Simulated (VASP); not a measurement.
# NaTi2B6 (R-3m) in VASP: a series of runs

The runs below take NaTi2B6 through relaxation of cell and atoms, single point, with PBE.

All numbers are computed with VASP 6.6.1; they aren't measurements. Logs are shortened: lines on timing, memory, paths and dates and some standing lists are left out, and cuts for length are marked.

## 1. The cell of the first run

Symmetry: R-3m, No. 166, trigonal system. Conventional cell: a = 5.154 Å, b = 5.154 Å, c = 10.305 Å, α = 90.00°, β = 90.00°, γ = 120.00°. Na (site symmetry -3m) has 12 B at 2.65 Å and 6 Ti at 3.00 Å within 3.5 Å. Ti (site symmetry 3m) has 6 B at 1.84 Å within 2.4 Å. Within 1.6 Å of B (site symmetry 2) lie 2 B at 1.22 Å.

The cell was built from a structure type or drawn by symmetry, and may not be a known phase.

## 2. Relaxation of cell and atoms, PBE

INCAR

```
PREC = Accurate
ENCUT = 600
EDIFF = 1E-7
ISMEAR = 0
SIGMA = 0.1
LREAL = False
LASPH = True
NELM = 60
ALGO = Normal
ISIF = 3
LWAVE = False
LCHARG = False
GGA = PE
IBRION = 2
NSW = 90
EDIFFG = -0.04
```

KPOINTS

```
regular mesh
0
Gamma
  6 6 6
```

POSCAR

```
NaTi2B6
1.0
    2.5768973800      1.4877724000      3.4349394500
   -2.5768973800      1.4877724000      3.4349394500
    0.0000000000     -2.9755448000      3.4349394500
Na Ti B
1 2 6
Direct
    0.5000000000      0.5000000000      0.5000000000
    0.8665649300      0.8665649300      0.8665649300
    0.1334350700      0.1334350700      0.1334350700
    0.2365465200      0.7634534800      0.0000000000
    0.0000000000      0.2365465200      0.7634534800
    0.7634534800      0.0000000000      0.2365465200
    0.7634534800      0.2365465200      0.0000000000
    0.0000000000      0.7634534800      0.2365465200
    0.2365465200      0.0000000000      0.7634534800
```

Potentials or basis: VASP PAW PBE potentials, release 64 (Na_pv, Ti_sv, B).

Launch:

```sh
> cat potpaw_PBE.64/Na_pv/POTCAR potpaw_PBE.64/Ti_sv/POTCAR potpaw_PBE.64/B/POTCAR > POTCAR
> mpirun -np 1 vasp_std > vasp.out
```

OUTCAR:

```text
PREC = Accurate
   ENCUT = 600
   EDIFF = 1E-7
   ISMEAR = 0
   LREAL = False
   LASPH = True
   NELM = 60
   ISIF = 3
   GGA = PE
   IBRION = 2
   NSW = 90
   EDIFFG = -0.04

 ion  position               nearest neighbor table
   1  0.500  0.500  0.500-
   2  0.867  0.867  0.867-   4 1.84   7 1.84   6 1.84   5 1.84   8 1.84   9 1.84   3 2.75
   3  0.133  0.133  0.133-   4 1.84   7 1.84   6 1.84   5 1.84   8 1.84   9 1.84   2 2.75
   4  0.237  0.763  0.000-   8 1.22   9 1.22   2 1.84   3 1.84   5 2.11   6 2.11
   5  0.000  0.237  0.763-   9 1.22   7 1.22   2 1.84   3 1.84   4 2.11   6 2.11
   6  0.763  0.000  0.237-   8 1.22   7 1.22   2 1.84   3 1.84   4 2.11   5 2.11
   7  0.763  0.237  0.000-   5 1.22   6 1.22   2 1.84   3 1.84   8 2.11   9 2.11
   8  0.000  0.763  0.237-   6 1.22   4 1.22   2 1.84   3 1.84   7 2.11   9 2.11
   9  0.237  0.000  0.763-   5 1.22   4 1.22   2 1.84   3 1.84   7 2.11   8 2.11

  LATTYP: Found a trigonal (rhomboedric) cell.
 ALAT       =     4.5445215240
 COS(alpha) =     0.3569453007

  Lattice vectors:

 A1 = (   2.5768973800,   1.4877724000,   3.4349394500)
 A2 = (  -2.5768973800,   1.4877724000,   3.4349394500)
 A3 = (   0.0000000000,  -2.9755448000,   3.4349394500)

Analysis of symmetry for initial positions (statically):
=====================================================================
 Subroutine PRICEL returns:
 Original cell was already a primitive cell.

 Routine SETGRP: Setting up the symmetry group for a
 trigonal (rhombohedral) supercell.

 Subroutine GETGRP returns: Found 12 space group operations
 (whereof 12 operations were pure point group operations)
 out of a pool of 12 trial point group operations.

The static configuration has the point symmetry D_3d.

Analysis of symmetry for dynamics (positions and initial velocities):
=====================================================================
 Subroutine PRICEL returns:
 Original cell was already a primitive cell.

 Routine SETGRP: Setting up the symmetry group for a
 trigonal (rhombohedral) supercell.

 Subroutine GETGRP returns: Found 12 space group operations
 (whereof 12 operations were pure point group operations)
 out of a pool of 12 trial point group operations.

The dynamic configuration has the point symmetry D_3d.

 Subroutine INISYM returns: Found 12 space group operations
 (whereof 12 operations are pure point group operations),
 and found     1 'primitive' translations

[... 122 lines left out ...]
   EFERMI =   0.00;   METHOD = LEGACY
   ISMEAR =     0;   SIGMA  =   0.10  broadening in eV -4-tet -1-fermi 0-gaus
   EFERMI_NEDOS =   21; number of points for ismear=-14 and -15
   IALGO  =     38    algorithm
   IMIX   =      4    mixing-type and parameters
     AMIX     =   0.40;   BMIX     =  1.00
     AMIX_MAG =   1.60;   BMIX_MAG =  1.00
  volume/ion in A,a.u.               =       8.78        59.25
  Fermi-wavevector in a.u.,A,eV,Ry     =   1.396065  2.638180 26.517708  1.948997
  Thomas-Fermi vector in A             =   2.519455
   LORBIT       =      0    0 simple, 1 ext, 2 COOP (PROOUT), +10 PAW based schemes
   GGA     = PE    functional components
   LHFCALC =     F    Hartree Fock is set to
   AEXX    =    0.0000 exact exchange contribution
   IVDW    =     0    specifies the selected vdW correction
   LEPSILON=     F    determine dielectric tensor
   LRPA    =     F    only Hartree local field effects (RPA)
 conjugate gradient relaxation of ions
 non-spin polarized calculation
 Gauss-broadening in eV      SIGMA  =   0.10
  energy-cutoff  :      600.00
  volume of cell :       79.01
 maximum number of plane-waves:      2654
   NGX = 19   NGY = 19   NGZ = 19

--------------------------------------- Ionic step        1  -------------------------------------------

 number of electron      49.0000000 magnetization

 Free energy of the ion-electron system (eV)
  ---------------------------------------------------
  ext. energy  EPLUGINS =         0.00000000
  ---------------------------------------------------
  free energy    TOTEN  =       -28.49076632 eV

  energy without entropy =      -28.47465346  energy(sigma->0) =      -28.48270989

------------------------ aborting loop because EDIFF is reached ----------------------------------------

  FORCE on cell =-STRESS in cart. coord.  units (eV):
  Direction    XX          YY          ZZ          XY          YZ          ZX
  --------------------------------------------------------------------------------------
  -------------------------------------------------------------------------------------
  Total      101.3114681    101.3114686     45.0059863      0.0000000      0.0000000      0.0000000
  in kB     2054.3064664   2054.3064774    912.5925272      0.0000000      0.0000000      0.0000000
  external PRESSURE =    1673.7351570 kB  Pullay stress =       0.0000000 kB
[... 806 lines left out ...]
     28      -0.5886      0.02015
     29      -0.5379      0.00236

 [... further k-points ...]

------------------------ aborting loop EDIFF was not reached (unconverged)  ----------------------------

  FORCE on cell =-STRESS in cart. coord.  units (eV):
  Direction    XX          YY          ZZ          XY          YZ          ZX
  --------------------------------------------------------------------------------------
  -------------------------------------------------------------------------------------
  Total      905.0666705    905.0666788    -18.9093339     -0.0000000      0.0000000      0.0000000
  in kB     6209.6096384   6209.6096951   -129.7358370     -0.0000000      0.0000000      0.0000000
  external PRESSURE =    4096.4944988 kB  Pullay stress =       0.0000000 kB
[... 845 lines left out ...]
     28       3.1473      0.00000
     29       3.6780      0.00000

 [... further k-points ...]

[... ionic steps 4 to 13 ...]

--------------------------------------- Ionic step       14  -------------------------------------------

 number of electron      48.9999997 magnetization

------------------------ aborting loop because EDIFF is reached ----------------------------------------
[... 81 lines left out ...]
--------------------------------------- Ionic step       16  -------------------------------------------

 number of electron      48.9999989 magnetization

 Free energy of the ion-electron system (eV)
  ---------------------------------------------------
  ext. energy  EPLUGINS =         0.00000000
  ---------------------------------------------------
  free energy    TOTEN  =       -61.07672974 eV

  energy without entropy =      -61.06238585  energy(sigma->0) =      -61.06955780

 E-fermi :   7.0545     XC(G=0): -11.9707

 val. band max:        7.0448648851   @ k =  -0.3333   0.5000   0.3333
 cond. band min:       7.0734834809   @ k =   0.3333   0.1667   0.1667
 fundamental gap:      0.0286185957
 Fermi energy:         7.0544802688
[... 804 lines left out ...]
  FREE ENERGIE OF THE ION-ELECTRON SYSTEM (eV)
  ---------------------------------------------------
  free  energy   TOTEN  =       -61.0767297402 eV

  energy  without entropy=      -61.0623858547  energy(sigma->0) =      -61.06955780

 reached required accuracy - stopping structural energy minimisation
```

CONTCAR:

```text
NaTi2B6
   1.00000000000000
     2.6584704806852528    1.5348686520164043    3.3638550734276280
    -2.6584704806852528    1.5348686520164043    3.3638550734276280
    -0.0000000000000000   -3.0697373040328086    3.3638550734276280
  Na              Ti              B
     1     2     6
Direct
     0.5000000000000000    0.5000000000000000    0.5000000000000000
     0.8362349938235458    0.8362349938235458    0.8362349938235458
     0.1637650061764542    0.1637650061764542    0.1637650061764541
     0.3287888877738601    0.6712111122261399    0.0000000000000000
     0.0000000001978507    0.3287888879717109    0.6712111118304385
     0.6712111120282889    0.9999999998021493    0.3287888881695617
     0.6712111122261398    0.3287888877738602    0.0000000000000000
     0.9999999998021493    0.6712111120282889    0.3287888881695617
     0.3287888879717110    0.0000000001978507    0.6712111118304385

  0.00000000E+00  0.00000000E+00  0.00000000E+00
  0.00000000E+00  0.00000000E+00  0.00000000E+00
  0.00000000E+00  0.00000000E+00  0.00000000E+00
  0.00000000E+00  0.00000000E+00  0.00000000E+00
  0.00000000E+00  0.00000000E+00  0.00000000E+00
  0.00000000E+00  0.00000000E+00  0.00000000E+00
  0.00000000E+00  0.00000000E+00  0.00000000E+00
  0.00000000E+00  0.00000000E+00  0.00000000E+00
  0.00000000E+00  0.00000000E+00  0.00000000E+00
```

It took 35 min on 1 thread of Oxide Virtual Turin-like, shared host; peak memory 0.24 GiB.

What came out:

- Free energy: -61.0767 eV
- Relaxed volume: 9.15 Å³/atom
- Relaxed cell: a = 4.554 Å, b = 4.554 Å, c = 4.554 Å, α = 71.43°, β = 71.43°, γ = 71.43°
- Space group after relaxing (to 0.1 Å): R-3m (No. 166)
- Pressure after relaxing: -0.2 GPa
- Largest force after relaxing: 0.025 eV/Å
- Band gap on the k mesh: zero (an odd number of electrons rules out a gap without spin polarisation)

Forces in eV/Å, atoms in the order of the input:
```
Na   0.000  0.000  0.000
Ti   0.000  0.000 -0.005
Ti   0.000  0.000  0.005
B   -0.025  0.000  0.000
B    0.012 -0.021  0.000
B    0.012  0.021  0.000
B    0.025  0.000  0.000
B   -0.012  0.021  0.000
B   -0.012 -0.021  0.000
```

Stress tensor (GPa, compression positive):
```
-0.19  0.00  0.00
 0.00 -0.19  0.00
 0.00  0.00 -0.07
```

Final structure:
```cif
data_structure
_symmetry_space_group_name_H-M 'P 1'
_symmetry_Int_Tables_number 1
_cell_length_a 4.5540
_cell_length_b 4.5540
_cell_length_c 4.5540
_cell_angle_alpha 71.432
_cell_angle_beta 71.432
_cell_angle_gamma 71.432
_cell_volume 82.36
loop_
_atom_site_label
_atom_site_type_symbol
_atom_site_fract_x
_atom_site_fract_y
_atom_site_fract_z
_atom_site_occupancy
Na1 Na 0.50000 0.50000 0.50000 1
Ti1 Ti 0.83623 0.83623 0.83623 1
Ti2 Ti 0.16376 0.16376 0.16376 1
B1 B 0.32879 0.67121 0.00000 1
B2 B 0.00000 0.32879 0.67121 1
B3 B 0.67121 0.00000 0.32879 1
B4 B 0.67121 0.32879 0.00000 1
B5 B 0.00000 0.67121 0.32879 1
B6 B 0.32879 0.00000 0.67121 1
```

Levels at points of the mesh, in eV from the Fermi level:
| k point | band 20 | band 21 | band 22 | band 23 | band 24 | band 25 | band 26 | band 27 | band 28 | band 29 |
| --- | --- | --- | --- | --- | --- | --- | --- | --- | --- | --- |
| (0.00, 0.00, 0.00) | -1.72 | -1.56 | -1.56 | -1.45 | -0.39 | -0.06 | -0.06 | 2.75 | 2.97 | 2.97 |
| (0.50, 0.00, 0.00) | -2.52 | -2.37 | -1.92 | -1.81 | -1.54 | 0.47 | 0.55 | 1.95 | 2.06 | 2.95 |
| (0.50, 0.50, 0.00) | -2.72 | -2.37 | -1.93 | -1.45 | -0.58 | -0.34 | 1.53 | 1.65 | 2.33 | 2.56 |
| (0.50, 0.50, 0.50) | -1.44 | -1.44 | -0.58 | -0.58 | 0.70 | 0.70 | 1.48 | 1.48 | 2.10 | 2.46 |

## 3. Single point, PBE, collinear spin

This run uses another cell than the first one, of 9.14 Å³/atom.

INCAR

```
SYSTEM = NaTi2B6
  PREC = Accurate
  ENCUT = 520
  EDIFF = 1E-6
  ISMEAR = 0
  SIGMA = 0.1
  LREAL = .False.
  LASPH = .True.
  NELM = 150
  ALGO = Normal
  ISIF = 2
  LWAVE = .False.
  LCHARG = .False.
  ISPIN = 2
  MAGMOM = 0 1 1 0 0 0 0 0 0
  LORBIT = 11
  LMAXMIX = 4
  GGA = PE
  NBANDS = 38
```

KPOINTS

```
Automatic mesh
0
Gamma
  6 6 6
  0 0 0
```

POSCAR

```
NaTi2B6
1.0
    2.6572577126      1.5341684557      3.3638306889
   -2.6572577126      1.5341684557      3.3638306889
    0.0000000000     -3.0683369113      3.3638306889
Na Ti B
1 2 6
Direct
    0.5000000000      0.5000000000      0.5000000000
    0.8361420300      0.8361420300      0.8361420300
    0.1638579700      0.1638579700      0.1638579700
    0.3285561226      0.6714438774      0.0000000000
    0.0000000000      0.3285561226      0.6714438774
    0.6714438774      0.0000000000      0.3285561226
    0.6714438774      0.3285561226      0.0000000000
    0.0000000000      0.6714438774      0.3285561226
    0.3285561226      0.0000000000      0.6714438774
```

Potentials or basis: VASP PAW PBE potentials, release 64 (Na_pv, Ti_sv, B).

Launch:

```sh
> cat potpaw_PBE.64/Na_pv/POTCAR potpaw_PBE.64/Ti_sv/POTCAR potpaw_PBE.64/B/POTCAR > POTCAR
> mpirun -np 1 vasp_std > vasp.out
```

Wall time 5.7 min (1 thread of Oxide Virtual Turin-like, shared host); peak memory 0.3 GiB.

It converged, with:

| Item | Value |
| --- | --- |
| Free energy | -61.0742 eV |
| Pressure | 0.1 GPa |
| Largest force | 0.005 eV/Å |
| Net moment | 0.00 μB per cell |
| Valence electrons inside the program's atomic spheres | Na 6.20; Ti 10.27; B 1.95 |

Forces in eV/Å, atoms in the order of the input:
```
Na   0.000  0.000  0.000
Ti   0.000  0.000 -0.004
Ti   0.000  0.000  0.004
B    0.005  0.000  0.000
B   -0.003  0.004  0.000
B   -0.003 -0.004  0.000
B   -0.005  0.000  0.000
B    0.003 -0.004  0.000
B    0.003  0.004  0.000
```

Stress tensor (GPa, compression positive):
```
0.17 0.00 0.00
0.00 0.17 0.00
0.00 0.00 0.01
```

Levels at points of the mesh, in eV from the Fermi level:
Spin up:
| k point | band 20 | band 21 | band 22 | band 23 | band 24 | band 25 | band 26 | band 27 | band 28 | band 29 |
| --- | --- | --- | --- | --- | --- | --- | --- | --- | --- | --- |
| (0.00, 0.00, 0.00) | -1.71 | -1.56 | -1.56 | -1.45 | -0.39 | -0.06 | -0.06 | 2.75 | 2.98 | 2.98 |
| (0.50, 0.00, 0.00) | -2.53 | -2.37 | -1.92 | -1.81 | -1.54 | 0.47 | 0.55 | 1.95 | 2.05 | 2.96 |
| (0.50, 0.50, 0.00) | -2.72 | -2.37 | -1.93 | -1.46 | -0.58 | -0.34 | 1.53 | 1.65 | 2.34 | 2.56 |
| (0.50, 0.50, 0.50) | -1.45 | -1.45 | -0.58 | -0.58 | 0.70 | 0.70 | 1.48 | 1.48 | 2.10 | 2.46 |
Spin down:
```csv
k point,band 21,band 22,band 23,band 24,band 25,band 26,band 27,band 28
"(0.00, 0.00, 0.00)",-1.56,-1.56,-1.45,-0.39,-0.06,-0.06,2.75,2.98
"(0.50, 0.00, 0.00)",-2.37,-1.92,-1.81,-1.54,0.47,0.55,1.95,2.05
"(0.50, 0.50, 0.00)",-2.37,-1.93,-1.46,-0.58,-0.34,1.53,1.65,2.34
"(0.50, 0.50, 0.50)",-1.45,-0.58,-0.58,0.70,0.70,1.48,1.48,2.10
```

## 4. Single point, PBE

This run uses another cell than the first one, of 9.14 Å³/atom.

INCAR

```
PREC = Accurate
ENCUT = 520
EDIFF = 1E-7
ISMEAR = 0
SIGMA = 0.1
LREAL = False
LASPH = True
NELM = 80
ALGO = Normal
ISIF = 2
LWAVE = False
LCHARG = False
GGA = PE
NBANDS = 34
```

KPOINTS

```
Automatic mesh
0
Gamma
  12 12 12
```

POSCAR

```
NaTi2B6
1.0
    2.6576492994      1.5343945385      3.3606946438
   -2.6576492994      1.5343945385      3.3606946438
    0.0000000000     -3.0687890769      3.3606946438
Na Ti B
1 2 6
Direct
    0.5000000000      0.5000000000      0.5000000000
    0.8360644563      0.8360644563      0.8360644563
    0.1639355437      0.1639355437      0.1639355437
    0.3285440850      0.6714559150      0.0000000000
    0.0000000000      0.3285440850      0.6714559150
    0.6714559150      0.0000000000      0.3285440850
    0.6714559150      0.3285440850      0.0000000000
    0.0000000000      0.6714559150      0.3285440850
    0.3285440850      0.0000000000      0.6714559150
```

Launch:

```sh
> cat potpaw_PBE.64/Na_pv/POTCAR potpaw_PBE.64/Ti_sv/POTCAR potpaw_PBE.64/B/POTCAR > POTCAR
> mpirun -np 1 vasp_std > vasp.out
```

It took 14 min on 1 thread of Oxide Virtual Turin-like, shared host; peak memory 0.5 GiB.

The run converged. Its results:

```yaml
Free_energy: -61.0770 eV
Pressure: 0.2 GPa
Largest_force: 0.011 eV/Å
Band_gap_on_the_k_mesh: zero (an odd number of electrons rules out a gap without spin polarisation)
```

Forces on the atoms (eV/Å):
```
Na   0.000  0.000  0.000
Ti   0.000  0.000 -0.011
Ti   0.000  0.000  0.011
B    0.001  0.000  0.000
B    0.000  0.001  0.000
B    0.000 -0.001  0.000
B   -0.001  0.000  0.000
B    0.000 -0.001  0.000
B    0.000  0.001  0.000
```

Stress tensor (GPa, compression positive):
```
0.14 0.00 0.00
0.00 0.14 0.00
0.00 0.00 0.24
```

Levels at points of the mesh, in eV from the Fermi level:
```tsv
k point	band 22	band 23	band 24	band 25	band 26	band 27
(0.00, 0.00, 0.00)	-1.55	-1.43	-0.38	-0.05	-0.05	2.76
(0.50, 0.00, 0.00)	-1.91	-1.80	-1.53	0.49	0.56	1.97
(0.50, 0.50, 0.00)	-1.92	-1.44	-0.57	-0.33	1.54	1.67
(0.50, 0.50, 0.50)	-0.56	-0.56	0.71	0.71	1.49	1.49
```

## 5. Summary

| task | spin | cell | k mesh | cutoff (eV) | gap on the mesh (eV) | pressure (GPa) | largest force (eV/Å) |
| --- | --- | --- | --- | --- | --- | --- | --- |
| relaxation of cell and atoms | off | relaxed from a = 4.545 Å, angles 69.1°, 9 atoms, atomic positions A | 6 × 6 × 6 | 600 | none | -0.2 | 0.02 |
| single point | collinear | a = 4.553 Å, angles 71.4°, 9 atoms, atomic positions B | 6 × 6 × 6 | 520 | none | 0.1 | 0.01 |
| single point | off | a = 4.551 Å, angles 71.5°, 9 atoms, atomic positions B | 12 × 12 × 12 | 520 | none | 0.2 | 0.01 |

Alike in all rows: level PBE; potentials or basis VASP PAW PBE potentials, release 64 (Na_pv, Ti_sv, B); smearing gaussian 0.1 eV.

Absolute energies hang on the potentials; compare differences alone.
